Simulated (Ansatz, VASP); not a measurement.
## Fe in VASP and in Ansatz

```
Fe
1.0
     0.00000    1.74500    1.74500
     1.74500    0.00000    1.74500
     3.49000    3.49000    0.00000
Fe
2
Direct
  0.00000 0.00000 0.00000
  0.00000 0.00000 0.50000
```

Change from the starting cell: moments +- scaled by 0.65, plain SCF.

Alike in both runs: task single point; functional PBE; k mesh 12 × 12 × 6; occupations gaussian, width 0.05 eV; collinear spin.

|  | VASP | Ansatz |
| --- | --- | --- |
| version | VASP 6.6.1 | Ansatz 0.2.0 |
| potentials or method | VASP PAW PBE potentials, release 64 (Fe), cutoff 520 eV | PAW, plane waves, scalar-relativistic |
| valence electrons in the cell | 16 | 32 |

|  | VASP | Ansatz | Ansatz less VASP |
| --- | --- | --- | --- |
| pressure (GPa) | -2.8 | -2.5 | +0.34 |
| traceless stress, the component that is largest in VASP (GPa) | 2.85 | 2.80 | -0.049 |
| net moment per atom (μB) | 0.00 | 0.00 | 0.000 |
| size of the moment on the site where the two differ most (μB) | 1.13 | 1.11 | -0.018 |

Site moments also hang on the region over which each program counts them. VASP's potentials hold 16 valence electrons a cell and Ansatz's 32, so a difference there can come from the potentials and not from the codes.
